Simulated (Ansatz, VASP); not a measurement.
**Si2S3 in VASP and in Ansatz**

```
Si S
1.0
     1.73338    1.00077    9.18007
    -1.73338    1.00077    9.18007
     0.00000   -2.00154    9.18007
Si S
2 3
Direct
  0.38697 0.38697 0.38697
  0.61303 0.61303 0.61303
  0.00000 0.00000 0.00000
  0.23553 0.23553 0.23553
  0.76447 0.76447 0.76447
```

Alike in both runs: functional PBE; k mesh 6 × 6 × 6; occupations gaussian, width 0.1 eV; no spin polarisation.

Ansatz relaxed the structure, and its values are those at the end. VASP's run is a single point on that final structure, the one shown.

|  | VASP | Ansatz |
| --- | --- | --- |
| version | VASP 6.6.1 | Ansatz 0.2.0 |
| potentials or method | VASP PAW PBE potentials, release 64 (Si, S), cutoff 520 eV | scalar-relativistic, plane waves, PAW |
| valence electrons in the cell | 26 | 26 |

Ansatz gave:

```
gap on the k mesh at the Fermi level (eV) : none
pressure (GPa)                            : 0.1
rms of the force components (eV/Å)        : 0.008
```

**Question.** Which values does VASP return?

**Answer.** gap on the k mesh at the Fermi level (eV): none; pressure (GPa): -0.1; rms of the force components (eV/Å): 0.003.

A gap of «none» marks a metal or a gap that the smearing closes. With one functional, cell and mesh, what is left measures potentials, basis and numerics.
